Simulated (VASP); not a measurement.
# HgTe in VASP: notebook

HgTe is run at these levels: PBE; tasks: electric field gradients.

Program: VASP 6.6.1. These are calculated values, not measurements. Logs are shortened: lines on timing, memory, paths and dates and some standing lists are left out, and cuts for length are marked.

**1. The cell of the first run**

Symmetry: F-43m, No. 216, cubic system. Conventional cell: a = 6.447 Å, b = 6.447 Å, c = 6.447 Å, α = 90.00°, β = 90.00°, γ = 90.00°. Hg (site symmetry -43m) has 4 Te at 2.79 Å within 3.7 Å. Te (site symmetry -43m) has 4 Hg at 2.79 Å within 3.7 Å.

**2. Electric field gradients, PBE**

Input file INCAR:

```
SYSTEM = HgTe
ALGO = Normal
EDIFF = 1E-8
ENCUT = 520
GGA = PE
ISIF = 2
ISMEAR = -1
LASPH = .TRUE.
LCHARG = .FALSE.
LEFG = .TRUE.
LREAL = .FALSE.
LWAVE = .FALSE.
NBANDS = 16
NELM = 80
PREC = Accurate
SIGMA = 0.05
```

Input file KPOINTS:

```
k-points
0
G
  9 9 9
  0 0 0
```

Input file POSCAR:

```
HgTe
1.0
    0.0000000000      3.2235000000      3.2235000000
    3.2235000000      0.0000000000      3.2235000000
    3.2235000000      3.2235000000      0.0000000000
Hg Te
1 1
Direct
    0.0000000000      0.0000000000      0.0000000000
    0.7500000000      0.7500000000      0.7500000000
```

Potentials or basis: VASP PAW PBE potentials, release 64 (Hg, Te).

The run is started by

```bash
$ cat potpaw_PBE.64/Hg/POTCAR potpaw_PBE.64/Te/POTCAR > POTCAR
$ mpirun -np 1 vasp_std > vasp.out
```

OUTCAR:

```text
SYSTEM = HgTe
   EDIFF = 1E-8
   ENCUT = 520
   GGA = PE
   ISIF = 2
   ISMEAR = -1
   LASPH = .TRUE.
   LREAL = .FALSE.
   NELM = 80
   PREC = Accurate

 ion  position               nearest neighbor table
   1  0.000  0.000  0.000-   2 2.79   2 2.79   2 2.79   2 2.79
   2  0.750  0.750  0.750-   1 2.79   1 2.79   1 2.79   1 2.79

  LATTYP: Found a face centered cubic cell.
 ALAT       =     6.4470000000

  Lattice vectors:

 A1 = (   0.0000000000,   3.2235000000,   3.2235000000)
 A2 = (   3.2235000000,   0.0000000000,   3.2235000000)
 A3 = (   3.2235000000,   3.2235000000,   0.0000000000)

Analysis of symmetry for initial positions (statically):
=====================================================================
 Subroutine PRICEL returns:
 Original cell was already a primitive cell.

 Routine SETGRP: Setting up the symmetry group for a
 face centered cubic supercell.

 Subroutine GETGRP returns: Found 24 space group operations
 (whereof 24 operations were pure point group operations)
 out of a pool of 48 trial point group operations.

The static configuration has the point symmetry T_d .

Analysis of symmetry for dynamics (positions and initial velocities):
=====================================================================
 Subroutine PRICEL returns:
 Original cell was already a primitive cell.

 Routine SETGRP: Setting up the symmetry group for a
 face centered cubic supercell.

 Subroutine GETGRP returns: Found 24 space group operations
 (whereof 24 operations were pure point group operations)
 out of a pool of 48 trial point group operations.

The dynamic configuration has the point symmetry T_d .

 Subroutine INISYM returns: Found 24 space group operations
 (whereof 24 operations are pure point group operations),
 and found     1 'primitive' translations

----------------------------------------------------------------------------------------

                                     Primitive cell

  volume of cell :      66.9905

  direct lattice vectors                    reciprocal lattice vectors
     0.000000000  3.223500000  3.223500000    -0.155110904  0.155110904  0.155110904
     3.223500000  0.000000000  3.223500000     0.155110904 -0.155110904  0.155110904
     3.223500000  3.223500000  0.000000000     0.155110904  0.155110904 -0.155110904

  length of vectors
     4.558717418  4.558717418  4.558717418     0.268659967  0.268659967  0.268659967

  position of ions in fractional coordinates (direct lattice)
     0.000000000  0.000000000  0.000000000
     0.750000000  0.750000000  0.750000000

  ion indices of the primitive-cell ions
   primitive index   ion index
                 1           1
                 2           2

----------------------------------------------------------------------------------------

 KPOINTS: k-points

Automatic generation of k-mesh.
 Grid dimensions read from file:
 generate k-points for:    9    9    9

 Generating k-lattice:

  Cartesian coordinates                     Fractional coordinates (reciprocal lattice)
    -0.017234545  0.017234545  0.017234545     0.111111111  0.000000000  0.000000000
     0.017234545 -0.017234545  0.017234545     0.000000000  0.111111111  0.000000000
     0.017234545  0.017234545 -0.017234545     0.000000000  0.000000000  0.111111111

  Length of vectors
     0.029851107  0.029851107  0.029851107

  Shift w.r.t. Gamma in fractional coordinates (k-lattice)
     0.000000000  0.000000000  0.000000000

 Subroutine IBZKPT returns following result:
 ===========================================

 Found     35 irreducible k-points:

 Following reciprocal coordinates:
            Coordinates               Weight
  0.000000  0.000000  0.000000      1.000000
  0.111111  0.000000  0.000000      8.000000
  0.222222  0.000000  0.000000      8.000000
  0.333333  0.000000  0.000000      8.000000
  0.444444  0.000000  0.000000      8.000000
  0.111111  0.111111  0.000000      6.000000
[... 16 lines left out ...]
 -0.333333  0.333333  0.000000     12.000000
  0.444444  0.444444  0.000000      6.000000
 [... further k-points ...]
   k-points           NKPTS =     35   k-points in BZ     NKDIM =     35   number of bands    NBANDS=     16
   number of dos      NEDOS =    301   number of ions     NIONS =      2
   total plane-waves  NPLWV =  46656
   dimension x,y,z NGX =    36 NGY =   36 NGZ =   36
   dimension x,y,z NGXF=    72 NGYF=   72 NGZF=   72
   ions per type =               1   1
   NGX,Y,Z   is equivalent  to a cutoff of  13.13, 13.13, 13.13 a.u.
   NGXF,Y,Z  is equivalent  to a cutoff of  26.26, 26.26, 26.26 a.u.
 SYSTEM =  HgTe
   PREC   = accura    normal or accurate (medium, high low for compatibility)
   ISTART =      0    job   : 0-new  1-cont  2-samecut
   ICHARG =      2    charge: 1-file 2-atom 10-const
   ISPIN  =      1    spin polarized calculation?
   LNONCOLLINEAR =      F non collinear calculations
   LSORBIT =      F    spin-orbit coupling
   LASPH  =      T    aspherical Exc in radial PAW
   ENCUT  =  520.0 eV  38.22 Ry    6.18 a.u.   8.48  8.48  8.48*2*pi/ulx,y,z
   NELM   =     80;   NELMIN=  2; NELMDL= -5     # of ELM steps
   EDIFF  = 0.1E-07   stopping-criterion for ELM
   LREAL  =      F    real-space projection
   EDIFFG = 0.1E-06   stopping-criterion for IOM
   NSW    =      0    number of steps for IOM
   IBRION =     -1    ionic relax: 0-MD 1-quasi-New 2-CG
   NFREE  =      0    steps in history (QN), initial steepest desc. (CG)
   ISIF   =      2    stress and relaxation
   ISYM   =      2    0-nonsym 1-usesym 2-fastsym
   POTIM  = 0.5000    time-step for ionic-motion
   TEBEG  =    0.0;   TEEND  =   0.0 temperature during run
   PSTRESS=    0.0 pullay stress
   NELECT =      18.0000    total number of electrons
   NUPDOWN=      -1.0000    fix difference up-down
   EMIN   =  10.00;   EMAX   =-10.00  energy-range for DOS
   EFERMI =   0.00;   METHOD = LEGACY
   ISMEAR =    -1;   SIGMA  =   0.05  broadening in eV -4-tet -1-fermi 0-gaus
   EFERMI_NEDOS =   21; number of points for ismear=-14 and -15
   IALGO  =     38    algorithm
   IMIX   =      4    mixing-type and parameters
     AMIX     =   0.40;   BMIX     =  1.00
     AMIX_MAG =   1.60;   BMIX_MAG =  1.00
  volume/ion in A,a.u.               =      33.50       226.04
  Fermi-wavevector in a.u.,A,eV,Ry     =   1.056399  1.996305 15.183815  1.115979
  Thomas-Fermi vector in A             =   2.191633
   LORBIT       =      0    0 simple, 1 ext, 2 COOP (PROOUT), +10 PAW based schemes
   GGA     = PE    functional components
[... 5 lines left out ...]
 non-spin polarized calculation
  energy-cutoff  :      520.00
  volume of cell :       66.99
 maximum number of plane-waves:      1823
 NGX is ok and might be reduce to    36
   NGX = 17   NGY = 17   NGZ = 17

 number of electron      18.0000001 magnetization

 Free energy of the ion-electron system (eV)
  ---------------------------------------------------
  ext. energy  EPLUGINS =         0.00000000
  ---------------------------------------------------
  free energy    TOTEN  =        -3.57153981 eV

  energy without entropy =       -3.57107978  energy(sigma->0) =       -3.57130979

 E-fermi :   3.2441     XC(G=0):  -8.7795

 val. band max:        3.1821724846   @ k =   0.0000   0.0000   0.0000
 cond. band min:       3.7914252867   @ k =   0.1111   0.0000   0.0000
 fundamental gap:      0.6092528020
 Fermi energy:         3.2440640936

 k-point     1 :       0.0000    0.0000    0.0000
  band No.  band energies     occupation
      1      -8.8623      2.00000
      2      -4.2195      2.00000
      3      -4.2195      2.00000
      4      -4.2195      2.00000
      5      -3.6799      2.00000
      6      -3.6799      2.00000
[... 8 lines left out ...]
     15      12.7456      0.00000
     16      12.7456      0.00000

 k-point     2 :       0.1111    0.0000    0.0000
  band No.  band energies     occupation
      1      -8.8000      2.00000
      2      -4.2020      2.00000
      3      -4.2020      2.00000
      4      -4.1975      2.00000
      5      -3.6818      2.00000
      6      -3.6818      2.00000
[... 8 lines left out ...]
     15      12.0019      0.00000
     16      12.0019      0.00000
[... 387 lines left out ...]
      5      -3.6719      2.00000
      6      -3.2332      2.00000
[... 8 lines left out ...]
     15      12.2393      0.00000
     16      14.9965      0.00000

 k-point    24 :       0.4444    0.4444    0.0000
  band No.  band energies     occupation
      1      -8.1033      2.00000
      2      -4.0453      2.00000
      3      -3.8845      2.00000
      4      -3.8845      2.00000
      5      -3.6182      2.00000
      6      -3.3270      2.00000
[... 8 lines left out ...]
     15      13.4351      0.00000
     16      14.9890      0.00000

 [... further k-points ...]

------------------------ aborting loop because EDIFF is reached ----------------------------------------

  FORCE on cell =-STRESS in cart. coord.  units (eV):
  Direction    XX          YY          ZZ          XY          YZ          ZX
  --------------------------------------------------------------------------------------
  -------------------------------------------------------------------------------------
  Total        1.7359115      1.7359115      1.7359115      0.0000000      0.0000000     -0.0000000
  in kB       41.5169217     41.5169217     41.5169217      0.0000000      0.0000000     -0.0000000
  external PRESSURE =      41.5169217 kB  Pullay stress =       0.0000000 kB

 VOLUME and BASIS-vectors are now :
 -----------------------------------------------------------------------------
  energy-cutoff  :      520.00
  volume of cell :       66.99
      direct lattice vectors                 reciprocal lattice vectors
     0.000000000  3.223500000  3.223500000    -0.155110904  0.155110904  0.155110904
     3.223500000  0.000000000  3.223500000     0.155110904 -0.155110904  0.155110904
     3.223500000  3.223500000  0.000000000     0.155110904  0.155110904 -0.155110904

 POSITION                                       TOTAL-FORCE (eV/Angst)
 -----------------------------------------------------------------------------------
      0.00000      0.00000      0.00000        -0.000000      0.000000      0.000000
      4.83525      4.83525      4.83525         0.000000     -0.000000     -0.000000
 -----------------------------------------------------------------------------------
    total drift:                                0.000000      0.000000      0.000000

  FREE ENERGIE OF THE ION-ELECTRON SYSTEM (eV)
  ---------------------------------------------------
  free  energy   TOTEN  =        -3.5715398052 eV

  energy  without entropy=       -3.5710797789  energy(sigma->0) =       -3.57130979

 Electric field gradients (V/A^2)
---------------------------------------------------------------------
 ion       V_xx      V_yy      V_zz      V_xy      V_xz      V_yz
---------------------------------------------------------------------
   1      -0.000     0.000    -0.000    -0.000    -0.000    -0.000
   2      -0.000     0.000     0.000    -0.000    -0.000    -0.000
---------------------------------------------------------------------

 Electric field gradients after diagonalization (V/A^2)
 (convention: |V_zz| > |V_xx| > |V_yy|)
----------------------------------------------------------------------
 ion       V_xx      V_yy      V_zz     asymmetry (V_yy - V_xx)/ V_zz
----------------------------------------------------------------------
   1       0.000     0.000    -0.001       0.000
   2       0.000     0.000    -0.000       0.000
----------------------------------------------------------------------

           NMR quadrupolar parameters

 Cq : quadrupolar parameter    Cq=e*Q*V_zz/h
 eta: asymmetry parameters     (V_yy - V_xx)/ V_zz
 Q  : nuclear electric quadrupole moment in mb (millibarn)
----------------------------------------------------------------------
 ion       Cq(MHz)       eta       Q (mb)
----------------------------------------------------------------------
   1      -0.000       0.000       1.000
   2      -0.000       0.000       1.000
----------------------------------------------------------------------
```

Run time: 44 s. Hardware: 1 thread of Intel Xeon Platinum 8259CL at 2.50GHz (Skylake/Cascade Lake), shared host; peak memory 0.22 GiB.

What came out:

```
Free energy            : -3.5715 eV
Pressure               : 4.2 GPa
Band gap on the k mesh : zero (filled and empty bands touch)
```

Levels at points of the mesh, in eV from the Fermi level:
```
           k point  band 7  band 8  band 9  band 10  band 11  band 12
(0.00, 0.00, 0.00)   -0.77   -0.06   -0.06    -0.06     4.15     4.15
```

Caveat: without QUAD_EFG the Cq values of the log hold for a quadrupole moment of 1 mb, not for the nuclei; spin-orbit coupling is left out, which moves the levels of the heavy elements.

**3. Electric field gradients, PBE (z stretched by +3 % at fixed volume)**

INCAR, as its differences from that of step 2:

```diff
@@ -13,3 +13,3 @@
 NBANDS = 16
-NELM = 80
+NELM = 100
 PREC = Accurate
```

KPOINTS is that of step 2.

Input file POSCAR:

```
HgTe
1.0
    0.0000000000      3.1762089283      3.3202050000
    3.1762089283      0.0000000000      3.3202050000
    3.1762089283      3.1762089283      0.0000000000
Hg Te
1 1
Direct
    0.0000000000      0.0000000000      0.0000000000
    0.7500000000      0.7500000000      0.7500000000
```

Potentials or basis: VASP PAW PBE potentials, release 64 (Hg, Te).

The run is started by

```bash
$ cat potpaw_PBE.64/Hg/POTCAR potpaw_PBE.64/Te/POTCAR > POTCAR
$ mpirun -np 1 vasp_std > vasp.out
```

OUTCAR:

```text
SYSTEM = HgTe
   EDIFF = 1E-8
   ENCUT = 520
   GGA = PE
   ISIF = 2
   ISMEAR = -1
   LASPH = .TRUE.
   LREAL = .FALSE.
   NELM = 100
   PREC = Accurate

 ion  position               nearest neighbor table
   1  0.000  0.000  0.000-   2 2.79   2 2.79   2 2.79   2 2.79
   2  0.750  0.750  0.750-   1 2.79   1 2.79   1 2.79   1 2.79

  LATTYP: Found a body centered tetragonal cell.
 ALAT       =     4.4918377433
 C/A-ratio  =     1.4783281097

  Lattice vectors:

 A1 = (  -3.1762089283,   0.0000000000,   3.3202050000)
 A2 = (   3.1762089283,   0.0000000000,   3.3202050000)
 A3 = (   0.0000000000,   3.1762089283,  -3.3202050000)

Analysis of symmetry for initial positions (statically):
=====================================================================
 Subroutine PRICEL returns:
 Original cell was already a primitive cell.

 Routine SETGRP: Setting up the symmetry group for a
 body centered tetragonal supercell.

[... 646 lines left out ...]
     0.000000000  3.176208928  3.320205000    -0.157420375  0.157420375  0.150593111
     3.176208928  0.000000000  3.320205000     0.157420375 -0.157420375  0.150593111
     3.176208928  3.176208928  0.000000000     0.157420375  0.157420375 -0.150593111

 POSITION                                       TOTAL-FORCE (eV/Angst)
 -----------------------------------------------------------------------------------
      0.00000      0.00000      0.00000         0.000000      0.000000      0.000000
      4.76431      4.76431      4.98031        -0.000000     -0.000000     -0.000000
 -----------------------------------------------------------------------------------
    total drift:                                0.000000      0.000000     -0.000000

  FREE ENERGIE OF THE ION-ELECTRON SYSTEM (eV)
  ---------------------------------------------------
  free  energy   TOTEN  =        -3.5680572040 eV

  energy  without entropy=       -3.5676468568  energy(sigma->0) =       -3.56785203

 Electric field gradients (V/A^2)
---------------------------------------------------------------------
 ion       V_xx      V_yy      V_zz      V_xy      V_xz      V_yz
---------------------------------------------------------------------
   1      14.129    14.129   -28.258    -0.001    -0.000    -0.000
   2     -12.102   -12.102    24.204    -0.000    -0.000    -0.000
---------------------------------------------------------------------

 Electric field gradients after diagonalization (V/A^2)
 (convention: |V_zz| > |V_xx| > |V_yy|)
----------------------------------------------------------------------
 ion       V_xx      V_yy      V_zz     asymmetry (V_yy - V_xx)/ V_zz
----------------------------------------------------------------------
   1      14.130    14.129   -28.258       0.000
   2     -12.102   -12.102    24.204       0.000
----------------------------------------------------------------------

           NMR quadrupolar parameters

 Cq : quadrupolar parameter    Cq=e*Q*V_zz/h
 eta: asymmetry parameters     (V_yy - V_xx)/ V_zz
 Q  : nuclear electric quadrupole moment in mb (millibarn)
----------------------------------------------------------------------
 ion       Cq(MHz)       eta       Q (mb)
----------------------------------------------------------------------
   1      -0.068       0.000       1.000
   2       0.059       0.000       1.000
----------------------------------------------------------------------
```

stdout:

```text
POSCAR found type information on POSCAR HgTe
 POSCAR found :  2 types and       2 ions
 scaLAPACK will be used
 LDA part: xc-table for (Slater+PW92), standard interpolation
 POSCAR, INCAR and KPOINTS ok, starting setup
 FFT: planning ... GRIDC
 FFT: planning ... GRID_SOFT
 FFT: planning ... GRID
 WAVECAR not read
 entering main loop
ion   1

ion   2
```

It took 91 s on 1 thread of Intel Xeon Platinum 8259CL at 2.50GHz (Skylake/Cascade Lake), shared host; peak memory 0.26 GiB.

What came out:

```
Free energy            : -3.5681 eV
Pressure               : 4.1 GPa
Band gap on the k mesh : zero (filled and empty bands touch)
```

Stress tensor (GPa, compression positive):
```
4.31 0.00 0.00
0.00 4.31 0.00
0.00 0.00 3.72
```

Levels at points of the mesh, in eV from the Fermi level:
```
           k point  band 7  band 8  band 9  band 10  band 11  band 12
(0.00, 0.00, 0.00)   -0.80   -0.21   -0.04    -0.04     4.14     4.14
```

Electric field gradients, principal values (V/Å²):
```
atom    least   middle  greatest (by size)
1 Hg   14.129   14.130             -28.258
2 Te  -12.102  -12.102              24.204
```

Caveat: without QUAD_EFG the Cq values of the log hold for a quadrupole moment of 1 mb, not for the nuclei; spin-orbit coupling is left out, which moves the levels of the heavy elements.

(Continued in part 2 of 2.)
